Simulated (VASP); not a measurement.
# C (P6_3/mmc) in VASP: further runs

C is run at these levels: PBEsol; tasks: single point, relaxation of the atoms.

Everything below comes from runs of VASP 6.6.1. Logs are shortened: lines on timing, memory, paths and dates and some standing lists are left out, and cuts for length are marked.

## 1. The cell of the first run

Symmetry: P6_3/mmc, No. 194, hexagonal system. The conventional cell has a = 2.461 Å, b = 2.461 Å, c = 4.163 Å, α = 90.00°, β = 90.00°, γ = 120.00°. Within 2.0 Å of C (site symmetry 3m) lie 4 C at 1.51 to 1.56 Å.

## 2. Single point, PBEsol (strained cell)

The input, INCAR:

```
PREC = Accurate ; ENCUT = 520
EDIFF = 1E-6 ; ISMEAR = 0
SIGMA = 0.02 ; LREAL = False
LASPH = True ; NELM = 80
ALGO = Normal ; ISIF = 2
LWAVE = False ; LCHARG = False
GGA = PS ; NBANDS = 16
```

The input, KPOINTS:

```
Automatic mesh
0
Gamma
  9 9 6
```

The input, POSCAR:

```
C
1.0
    2.4612466108      0.0000000000      0.0000000000
   -1.2306233054      2.1315020900      0.0000000000
    0.0000000000      0.0000000000      4.1627206575
C
4
Direct
    0.3333333333      0.6666666667      0.0000560326
    0.6666666667      0.3333333333      0.5000560326
    0.3333333333      0.6666666667      0.3739439674
    0.6666666667      0.3333333333      0.8739439674
```

Potentials or basis: VASP PAW PBE potentials, release 64 (C).

Started as:

```sh
$ cat potpaw_PBE.64/C/POTCAR > POTCAR
$ mpirun -np 1 vasp_std > vasp.out
```

OUTCAR:

```text
PREC = Accurate
   ENCUT = 520
   EDIFF = 1E-6
   ISMEAR = 0
   LREAL = False
   LASPH = True
   NELM = 80
   ISIF = 2
   GGA = PS

 ion  position               nearest neighbor table
   1  0.333  0.667  0.000-   4 1.51   4 1.51   4 1.51   3 1.56
   2  0.667  0.333  0.500-   3 1.51   3 1.51   3 1.51   4 1.56
   3  0.333  0.667  0.374-   2 1.51   2 1.51   2 1.51   1 1.56
   4  0.667  0.333  0.874-   1 1.51   1 1.51   1 1.51   2 1.56

  LATTYP: Found a hexagonal cell.
 ALAT       =     2.4612466108
 C/A-ratio  =     1.6913057957

  Lattice vectors:

 A1 = (   2.4612466108,   0.0000000000,   0.0000000000)
 A2 = (  -1.2306233054,   2.1315020900,   0.0000000000)
 A3 = (   0.0000000000,   0.0000000000,   4.1627206575)

Analysis of symmetry for initial positions (statically):
=====================================================================
 Subroutine PRICEL returns:
 Original cell was already a primitive cell.

 Routine SETGRP: Setting up the symmetry group for a
 hexagonal supercell.

 Subroutine GETGRP returns: Found 24 space group operations
 (whereof  6 operations were pure point group operations)
 out of a pool of 24 trial point group operations.

The static configuration has the point symmetry C_3v.
 The point group associated with its full space group is D_6h.

Analysis of symmetry for dynamics (positions and initial velocities):
=====================================================================
 Subroutine PRICEL returns:
 Original cell was already a primitive cell.

 Routine SETGRP: Setting up the symmetry group for a
 hexagonal supercell.

 Subroutine GETGRP returns: Found 24 space group operations
 (whereof  6 operations were pure point group operations)
 out of a pool of 24 trial point group operations.

The dynamic configuration has the point symmetry C_3v.
 The point group associated with its full space group is D_6h.

 Subroutine INISYM returns: Found 24 space group operations
 (whereof  6 operations are pure point group operations),
 and found     1 'primitive' translations

----------------------------------------------------------------------------------------

                                     Primitive cell

  volume of cell :      21.8383

  direct lattice vectors                    reciprocal lattice vectors
     2.461246611  0.000000000  0.000000000     0.406298172  0.234576359  0.000000000
    -1.230623305  2.131502090  0.000000000     0.000000000  0.469152718  0.000000000
     0.000000000  0.000000000  4.162720658     0.000000000  0.000000000  0.240227506

  length of vectors
     2.461246611  2.461246611  4.162720658     0.469152719  0.469152718  0.240227506

  position of ions in fractional coordinates (direct lattice)
     0.333333333  0.666666667  0.000056033
     0.666666667  0.333333333  0.500056033
     0.333333333  0.666666667  0.373943967
     0.666666667  0.333333333  0.873943967

  ion indices of the primitive-cell ions
   primitive index   ion index
                 1           1
                 2           2
                 3           3
                 4           4

----------------------------------------------------------------------------------------

 KPOINTS: Automatic mesh

Automatic generation of k-mesh.
 Grid dimensions read from file:
 generate k-points for:    9    9    6

 Generating k-lattice:

  Cartesian coordinates                     Fractional coordinates (reciprocal lattice)
     0.045144241  0.026064040  0.000000000     0.111111111 -0.000000000  0.000000000
     0.000000000  0.052128080  0.000000000     0.000000000  0.111111111  0.000000000
     0.000000000  0.000000000  0.040037918     0.000000000  0.000000000  0.166666667

  Length of vectors
     0.052128080  0.052128080  0.040037918

  Shift w.r.t. Gamma in fractional coordinates (k-lattice)
     0.000000000  0.000000000  0.000000000

 Subroutine IBZKPT returns following result:
 ===========================================

 Found     48 irreducible k-points:

 Following reciprocal coordinates:
            Coordinates               Weight
  0.000000  0.000000  0.000000      1.000000
  0.111111 -0.000000  0.000000      6.000000
  0.222222 -0.000000  0.000000      6.000000
  0.333333 -0.000000  0.000000      6.000000
  0.444444 -0.000000  0.000000      6.000000
  0.111111  0.111111  0.000000      6.000000
[... 16 lines left out ...]
  0.333333  0.222222  0.166667     24.000000
  0.333333  0.333333  0.166667      4.000000
 [... further k-points ...]
   k-points           NKPTS =     48   k-points in BZ     NKDIM =     48   number of bands    NBANDS=     16
   number of dos      NEDOS =    301   number of ions     NIONS =      4
   total plane-waves  NPLWV =  10368
   dimension x,y,z NGX =    18 NGY =   18 NGZ =   32
   dimension x,y,z NGXF=    36 NGYF=   36 NGZF=   64
   ions per type =               4
   NGX,Y,Z   is equivalent  to a cutoff of  12.16, 12.16, 12.78 a.u.
   NGXF,Y,Z  is equivalent  to a cutoff of  24.32, 24.32, 25.56 a.u.
 SYSTEM =  unknown system
   PREC   = accura    normal or accurate (medium, high low for compatibility)
   ISTART =      0    job   : 0-new  1-cont  2-samecut
   ICHARG =      2    charge: 1-file 2-atom 10-const
   ISPIN  =      1    spin polarized calculation?
   LNONCOLLINEAR =      F non collinear calculations
   LSORBIT =      F    spin-orbit coupling
   LASPH  =      T    aspherical Exc in radial PAW
   ENCUT  =  520.0 eV  38.22 Ry    6.18 a.u.   4.58  4.58  7.74*2*pi/ulx,y,z
   NELM   =     80;   NELMIN=  2; NELMDL= -5     # of ELM steps
   EDIFF  = 0.1E-05   stopping-criterion for ELM
   LREAL  =      F    real-space projection
   EDIFFG = 0.1E-04   stopping-criterion for IOM
   NSW    =      0    number of steps for IOM
   IBRION =     -1    ionic relax: 0-MD 1-quasi-New 2-CG
   NFREE  =      0    steps in history (QN), initial steepest desc. (CG)
   ISIF   =      2    stress and relaxation
   ISYM   =      2    0-nonsym 1-usesym 2-fastsym
   POTIM  = 0.5000    time-step for ionic-motion
   TEBEG  =    0.0;   TEEND  =   0.0 temperature during run
   PSTRESS=    0.0 pullay stress
   NELECT =      16.0000    total number of electrons
   NUPDOWN=      -1.0000    fix difference up-down
   EMIN   =  10.00;   EMAX   =-10.00  energy-range for DOS
   EFERMI =   0.00;   METHOD = LEGACY
   ISMEAR =     0;   SIGMA  =   0.02  broadening in eV -4-tet -1-fermi 0-gaus
   EFERMI_NEDOS =   21; number of points for ismear=-14 and -15
   IALGO  =     38    algorithm
   IMIX   =      4    mixing-type and parameters
     AMIX     =   0.40;   BMIX     =  1.00
     AMIX_MAG =   1.60;   BMIX_MAG =  1.00
  volume/ion in A,a.u.               =       5.46        36.84
  Fermi-wavevector in a.u.,A,eV,Ry     =   1.475850  2.788951 29.635286  2.178132
  Thomas-Fermi vector in A             =   2.590448
   LORBIT       =      0    0 simple, 1 ext, 2 COOP (PROOUT), +10 PAW based schemes
   GGA     = PS    functional components
   LHFCALC =     F    Hartree Fock is set to
   AEXX    =    0.0000 exact exchange contribution
   IVDW    =     0    specifies the selected vdW correction
   LEPSILON=     F    determine dielectric tensor
   LRPA    =     F    only Hartree local field effects (RPA)
 non-spin polarized calculation
 Gauss-broadening in eV      SIGMA  =   0.02
  energy-cutoff  :      520.00
  volume of cell :       21.84
 maximum number of plane-waves:       608
   NGX =  9   NGY =  9   NGZ = 15

 number of electron      15.9999994 magnetization

 Free energy of the ion-electron system (eV)
  ---------------------------------------------------
  ext. energy  EPLUGINS =         0.00000000
  ---------------------------------------------------
  free energy    TOTEN  =       -38.35439947 eV

  energy without entropy =      -38.35439947  energy(sigma->0) =      -38.35439947

 E-fermi :  10.7601     XC(G=0): -13.6174

 val. band max:       10.5908449000   @ k =   0.0000   0.0000   0.0000
 cond. band min:      13.4639844870   @ k =   0.3333   0.3333   0.0000
 fundamental gap:      2.8731395870
 Fermi energy:        10.7600841547

 k-point     1 :       0.0000    0.0000    0.0000
  band No.  band energies     occupation
      1     -11.7965      2.00000
      2      -6.1783      2.00000
      3      -3.6636      2.00000
      4       7.5312      2.00000
      5       7.5312      2.00000
      6       9.9959      2.00000
[... 8 lines left out ...]
     15      25.7859      0.00000
     16      28.5288      0.00000

 k-point     2 :       0.1111   -0.0000    0.0000
  band No.  band energies     occupation
      1     -11.4772      2.00000
      2      -5.8922      2.00000
      3      -3.3585      2.00000
      4       6.0369      2.00000
      5       6.8936      2.00000
      6       9.3073      2.00000
[... 8 lines left out ...]
     15      26.1256      0.00000
     16      27.2328      0.00000

 k-point     3 :       0.2222   -0.0000    0.0000
  band No.  band energies     occupation
      1     -10.5255      2.00000
      2      -5.0387      2.00000
      3      -2.4778      2.00000
      4       2.9059      2.00000
      5       5.6605      2.00000
      6       6.6228      2.00000
[... 8 lines left out ...]
     15      25.3779      0.00000
     16      26.6866      0.00000

 k-point     4 :       0.3333   -0.0000    0.0000
  band No.  band energies     occupation
      1      -8.9666      2.00000
      2      -3.6361      2.00000
      3      -1.4475      2.00000
      4      -0.1294      2.00000
      5       3.6591      2.00000
      6       4.6025      2.00000
[... 8 lines left out ...]
     15      25.9499      0.00000
     16      27.4337      0.00000
[... 324 lines left out ...]
 k-point    22 :       0.2222    0.2222    0.1667
  band No.  band energies     occupation
      1      -7.8690      2.00000
      2      -3.8130      2.00000
      3      -0.7989      2.00000
      4       1.3699      2.00000
      5       1.6824      2.00000
      6       2.9106      2.00000
[... 8 lines left out ...]
     15      24.5106      0.00000
     16      26.9178      0.00000

 k-point    23 :       0.3333    0.2222    0.1667
  band No.  band energies     occupation
      1      -5.8803      2.00000
      2      -3.0871      2.00000
      3      -1.8458      2.00000
      4       0.4529      2.00000
      5       0.8137      2.00000
      6       2.7247      2.00000
[... 8 lines left out ...]
     15      26.0573      0.00000
     16      27.5920      0.00000

 k-point    24 :       0.3333    0.3333    0.1667
  band No.  band energies     occupation
      1      -4.1059      2.00000
      2      -4.1059      2.00000
      3      -0.8867      2.00000
      4      -0.2198      2.00000
      5      -0.2198      2.00000
      6       2.6118      2.00000
[... 8 lines left out ...]
     15      26.8370      0.00000
     16      26.8370      0.00000

 [... further k-points ...]
[... 5 lines left out ...]
  --------------------------------------------------------------------------------------
  -------------------------------------------------------------------------------------
  Total        3.0842502      3.0842502      0.1480813     -0.0000000      0.0000000      0.0000000
  in kB      226.2778359    226.2778359     10.8640749     -0.0000000      0.0000000      0.0000000
  external PRESSURE =     154.4732489 kB  Pullay stress =       0.0000000 kB

 VOLUME and BASIS-vectors are now :
 -----------------------------------------------------------------------------
  energy-cutoff  :      520.00
  volume of cell :       21.84
      direct lattice vectors                 reciprocal lattice vectors
     2.461246611  0.000000000  0.000000000     0.406298172  0.234576359  0.000000000
    -1.230623305  2.131502090  0.000000000     0.000000000  0.469152718  0.000000000
     0.000000000  0.000000000  4.162720658     0.000000000  0.000000000  0.240227506

 POSITION                                       TOTAL-FORCE (eV/Angst)
 -----------------------------------------------------------------------------------
     -0.00000      1.42100      0.00023         0.000000      0.000000      0.012184
      1.23062      0.71050      2.08159        -0.000000     -0.000000      0.012184
     -0.00000      1.42100      1.55662        -0.000000     -0.000000     -0.012184
      1.23062      0.71050      3.63798         0.000000      0.000000     -0.012184
 -----------------------------------------------------------------------------------
    total drift:                               -0.000000      0.000000      0.000002

  FREE ENERGIE OF THE ION-ELECTRON SYSTEM (eV)
  ---------------------------------------------------
  free  energy   TOTEN  =       -38.3543994721 eV

  energy  without entropy=      -38.3543994721  energy(sigma->0) =      -38.35439947
```

Run time: 14 s. Hardware: 1 thread of AMD EPYC 7R43 (Zen 3), shared host; peak memory 0.09 GiB.

Results:

```yaml
Free_energy: -38.3544 eV
Pressure: 15.4 GPa
Largest_force: 0.012 eV/Å
Band_gap_on_the_k_mesh: 2.87 eV (least direct gap 4.95 eV)
```

Forces on the atoms (eV/Å):
```
C    0.000  0.000  0.012
C    0.000  0.000  0.012
C    0.000  0.000 -0.012
C    0.000  0.000 -0.012
```

Caveat: the cell differs from its parent crystal (strained cell); the stress differs along the axes, from 1 to 23 GPa; the PAW data sets were made with another functional, which shifts forces and pressure a little.

## 3. Single point, PBEsol (strained cell)

The input, INCAR:

```
PREC     = Accurate       # precision mode
ENCUT    = 520            # plane-wave cutoff, eV
EDIFF    = 1E-7           # SCF threshold, eV
ISMEAR   = 0              # smearing method
SIGMA    = 0.02           # smearing width, eV
LREAL    = F              # projectors in reciprocal space
LASPH    = T              # aspherical terms in the spheres
NELM     = 100            # most SCF steps
ALGO     = Normal         # electronic algorithm
ISIF     = 2              # what is computed and relaxed
LWAVE    = F              # write WAVECAR
LCHARG   = F              # write CHGCAR
GGA      = PS             # functional
NBANDS   = 16             # bands
```

The input, KPOINTS:

```
regular mesh
0
Gamma
  9 9 6
```

POSCAR, as its differences from that of step 2:

```diff
@@ -4,3 +4,3 @@
    -1.2306233054      2.1315020900      0.0000000000
-    0.0000000000      0.0000000000      4.1627206575
+    0.0000000000      0.0000000000      4.1625105851
 C
```

Potentials or basis: VASP PAW PBE potentials, release 64 (C).

Started as:

```sh
$ cat potpaw_PBE.64/C/POTCAR > POTCAR
$ mpirun -np 1 vasp_std > vasp.out
```

Wall time 15 s (1 thread of AMD EPYC 7R43 (Zen 3), shared host); peak memory 0.1 GiB.

It converged, with:

| Quantity | Value |
| --- | --- |
| Free energy | -38.3544 eV |
| Pressure | 15.5 GPa |
| Largest force | 0.012 eV/Å |
| Band gap on the k mesh | 2.87 eV (least direct gap 4.95 eV) |

Forces on the atoms (eV/Å):
```
C    0.000  0.000  0.012
C    0.000  0.000  0.012
C    0.000  0.000 -0.012
C    0.000  0.000 -0.012
```

Stress tensor (GPa, compression positive):
```
22.63  0.00  0.00
 0.00 22.63  0.00
 0.00  0.00  1.16
```

Levels at points of the mesh, in eV from the valence-band top:
| k point | band 5 | band 6 | band 7 | band 8 | band 9 | band 10 | band 11 | band 12 |
| --- | --- | --- | --- | --- | --- | --- | --- | --- |
| (0.00, 0.00, 0.00) | -3.06 | -0.59 | 0.00 | 0.00 | 4.95 | 5.14 | 5.14 | 9.00 |
| (0.00, 0.00, 0.50) | -1.83 | -1.83 | -1.83 | -1.83 | 7.42 | 7.42 | 7.42 | 7.42 |

Caveat: the cell differs from its parent crystal (strained cell); the stress differs along the axes, from 1 to 23 GPa; the PAW data sets were made with another functional, which shifts forces and pressure a little. A k mesh can miss the band edges.

## 4. Single point, PBEsol

The input, INCAR:

```
ALGO = Normal
EDIFF = 1E-6
ENCUT = 520
GGA = PS
ISIF = 2
ISMEAR = 0
LASPH = True
LCHARG = True
LELF = True
LREAL = False
LVHAR = True
LWAVE = False
NBANDS = 16
NELM = 60
PREC = Accurate
SIGMA = 0.01
```

The input, KPOINTS:

```
k-points
0
Gamma
  9 9 6
```

POSCAR is that of step 3.

Started as:

```sh
$ cat potpaw_PBE.64/C/POTCAR > POTCAR
$ mpirun -np 1 vasp_std > vasp.out
```

Wall time 15 s (1 thread of AMD EPYC 7R43 (Zen 3), shared host); peak memory 0.09 GiB.

It converged, with:

* Free energy: -38.3544 eV
* Pressure: 15.5 GPa
* Largest force: 0.012 eV/Å
* Band gap on the k mesh: 2.87 eV (least direct gap 4.95 eV)

Forces on the atoms (eV/Å):
```
C    0.000  0.000  0.012
C    0.000  0.000  0.012
C    0.000  0.000 -0.012
C    0.000  0.000 -0.012
```

Stress tensor (GPa, compression positive):
```
22.63  0.00  0.00
 0.00 22.63  0.00
 0.00  0.00  1.16
```

Levels at points of the mesh, in eV from the valence-band top:
| k point | band 4 | band 5 | band 6 | band 7 | band 8 | band 9 | band 10 | band 11 | band 12 | band 13 |
| --- | --- | --- | --- | --- | --- | --- | --- | --- | --- | --- |
| (0.00, 0.00, 0.00) | -3.06 | -3.06 | -0.59 | 0.00 | 0.00 | 4.95 | 5.14 | 5.14 | 9.00 | 9.71 |
| (0.00, 0.00, 0.50) | -7.50 | -1.83 | -1.83 | -1.83 | -1.83 | 7.42 | 7.42 | 7.42 | 7.42 | 8.10 |

Caveat: the stress differs along the axes, from 1 to 23 GPa; the PAW data sets were made with another functional, which shifts forces and pressure a little. A k mesh can miss the band edges.

## 5. Relaxation of the atoms, PBEsol (strained cell)

The input, INCAR:

```
SYSTEM = C
PREC = Accurate ; ENCUT = 520
EDIFF = 1E-7 ; ISMEAR = 0
SIGMA = 0.02 ; LREAL = .False.
LASPH = .True. ; NELM = 80
ALGO = Normal ; ISIF = 2
LWAVE = .False. ; LCHARG = .False.
GGA = PS ; IBRION = 2
NSW = 60 ; EDIFFG = -0.002
```

The input, KPOINTS:

```
Automatic mesh
0
Gamma
  9 9 6
  0 0 0
```

The input, POSCAR:

```
C
1.0
    2.4612466108      0.0000000000      0.0000000000
   -1.2306233054      2.1315020900      0.0000000000
    0.0000000000      0.0000000000      4.0732164437
C
4
Direct
    0.3333333333      0.6666666667      0.0000291829
    0.6666666667      0.3333333333      0.5000291829
    0.3333333333      0.6666666667      0.3739708171
    0.6666666667      0.3333333333      0.8739708171
```

Started as:

```sh
$ cat potpaw_PBE.64/C/POTCAR > POTCAR
$ mpirun -np 1 vasp_std > vasp.out
```

It took 23 s on 1 thread of AMD EPYC 7R43 (Zen 3), shared host; peak memory 0.09 GiB.

It converged, with:

| Quantity | Value |
| --- | --- |
| Free energy | -38.3043 eV |
| Energy gained by relaxing | 0.0 meV/atom |
| Ionic steps | 3 |
| Pressure after relaxing | 27.0 GPa |
| Band gap on the k mesh | 2.84 eV (least direct gap 4.91 eV) |

Stress tensor (GPa, compression positive):
```
23.75  0.00  0.00
 0.00 23.75  0.00
 0.00  0.00 33.43
```

Final structure:
```
C
1.0
     2.46125    0.00000    0.00000
    -1.23062    2.13150    0.00000
     0.00000    0.00000    4.07322
C
4
Direct
  0.33333 0.66667 0.99991
  0.66667 0.33333 0.49991
  0.33333 0.66667 0.37409
  0.66667 0.33333 0.87409
```

Levels at points of the mesh, in eV from the valence-band top:
| k point | band 5 | band 6 | band 7 | band 8 | band 9 | band 10 | band 11 | band 12 |
| --- | --- | --- | --- | --- | --- | --- | --- | --- |
| (0.00, 0.00, 0.00) | -3.36 | -0.57 | 0.00 | 0.00 | 4.91 | 4.91 | 5.61 | 8.69 |
| (0.00, 0.00, 0.50) | -2.03 | -2.03 | -2.03 | -2.03 | 7.36 | 7.36 | 7.36 | 7.36 |

Caveat: the cell differs from its parent crystal (strained cell); the PAW data sets were made with another functional, which shifts forces and pressure a little.

## 6. Summary

```csv
task,cell,smearing,gap on the mesh (eV),pressure (GPa),largest force (eV/Å)
single point,"a = 2.461, b = 2.461, c = 4.163 Å, angles 90.0, 90.0, 120.0°, 4 atoms",gaussian 0.02 eV,2.87,15.5,0.01
single point,"a = 2.461, b = 2.461, c = 4.163 Å, angles 90.0, 90.0, 120.0°, 4 atoms",gaussian 0.01 eV,2.87,15.5,0.01
relaxation of the atoms,"atoms relaxed from a = 2.461, b = 2.461, c = 4.073 Å, angles 90.0, 90.0, 120.0°, 4 atoms",gaussian 0.02 eV,2.84,27.0,-
```

Alike in all rows: level PBEsol; potentials or basis VASP PAW PBE potentials, release 64 (C); no spin polarisation; k mesh 9 × 9 × 6; cutoff (eV) 520.

Caveats: the PAW data sets were made with another functional, which shifts forces and pressure a little; the stress differs along the axes, from 1 to 23 GPa (at least some runs).

Absolute energies hang on the potentials; compare differences alone.
